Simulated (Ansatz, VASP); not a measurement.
# GaN in VASP and in Ansatz

Contents of POSCAR:

```
GaN
1.0
    0.0000000000      2.1352350000      2.1352350000
    2.1352350000      0.0000000000      2.1352350000
    2.1352350000      2.1352350000      0.0000000000
Ga N
1 1
Direct
    0.0000000000      0.0000000000      0.0000000000
    0.5000000000      0.5000000000      0.5000000000
```

File INCAR.step1:

```
PREC = Accurate ; ENCUT = 1460
ISMEAR = 0 ; SIGMA = 0.01
LREAL = F ; LASPH = T
NELM = 120 ; NBANDS = 16
GGA = PE ; ALGO = Normal
EDIFF = 1E-5 ; LWAVE = T
LCHARG = F ; GGA_COMPAT = F
```

File INCAR.step2:

```
PREC = Accurate ; ENCUT = 1460
EDIFF = 1E-6 ; ISMEAR = 0
SIGMA = 0.01 ; LREAL = F
LASPH = T ; NELM = 120
ALGO = Normal ; ISIF = 2
LWAVE = F ; LCHARG = F
METAGGA = R2SCAN ; LMIXTAU = T
NBANDS = 16 ; ISTART = 1
GGA_COMPAT = F
```

KPOINTS

```
regular mesh
0
Gamma
  8 8 8
```

Input for Ansatz:

```yaml
crystal:
  lattice:
    - [0.0, 2.135235, 2.135235]
    - [2.135235, 0.0, 2.135235]
    - [2.135235, 2.135235, 0.0]
  atoms:
    - { symbol: Ga, position: [0.0, 0.0, 0.0] }
    - { symbol: "N", position: [0.5, 0.5, 0.5] }
basis:
  ecutwfc: 600.0
kpoints:
  mp_grid:
    grid: [8, 8, 8]
hamiltonian:
  xc: r2scan
scf:
  occupations:
    method: fixed
output:
  stress: true
  eigenvalues: true
```

Alike in both runs: task single point; functional r2SCAN; k mesh 8 × 8 × 8; no spin polarisation.

|  | VASP | Ansatz |
| --- | --- | --- |
| version | VASP 6.6.1 | Ansatz 0.2.0 |
| potentials or method | VASP PAW PBE potentials, release 64 (Ga_d, N_h), cutoff 1460 eV | plane waves, PAW |
| occupations | gaussian, width 0.01 eV | fixed |
| valence electrons in the cell | 18 | 18 |

```csv
,VASP,Ansatz,Ansatz less VASP
gap on the k mesh at the Fermi level (eV),0.92,0.94,+0.019
pressure (GPa),-7.6,-8.5,-0.93
```

VASP's potentials were made for PBE, not for r2SCAN.
